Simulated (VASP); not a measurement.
Input of a VASP 6.6.1 run:

Contents of INCAR:

```
  ALGO = Normal
  EDIFF = 1E-6
  ENCUT = 520
  ISIF = 2
  ISMEAR = -1
  LASPH = True
  LCHARG = True
  LELF = True
  LREAL = False
  LVHAR = True
  LWAVE = False
  NBANDS = 18
  NELM = 100
  PREC = Accurate
  SIGMA = 0.05
```

Contents of KPOINTS:

```
k-points
0
Gamma
  9 9 9
```

The input POSCAR:

```
LaAg
1.0
    3.7085414645      0.0000000000      0.0000000000
    0.0000000000      3.7085414645      0.0000000000
    0.0000000000      0.0000000000      3.7085414645
La Ag
1 1
Direct
    0.5000000000      0.5000000000      0.5000000000
    0.0000000000      0.0000000000      0.0000000000
```

Potentials or basis: VASP PAW LDA potentials, release 64 (La, Ag).

Command:

```bash
$ cat potpaw_LDA.64/La/POTCAR potpaw_LDA.64/Ag/POTCAR > POTCAR
$ mpirun -np 1 vasp_std > vasp.out
```

(1) What does it give for the band gap on the k mesh?

(2) Predict the pressure.

## Answers

(1) zero (bands 11 and 12 overlap by 2.29 eV).

(2) 0.0 GPa.

Caveat: spin-orbit coupling is left out, which moves the levels of the heavy elements.
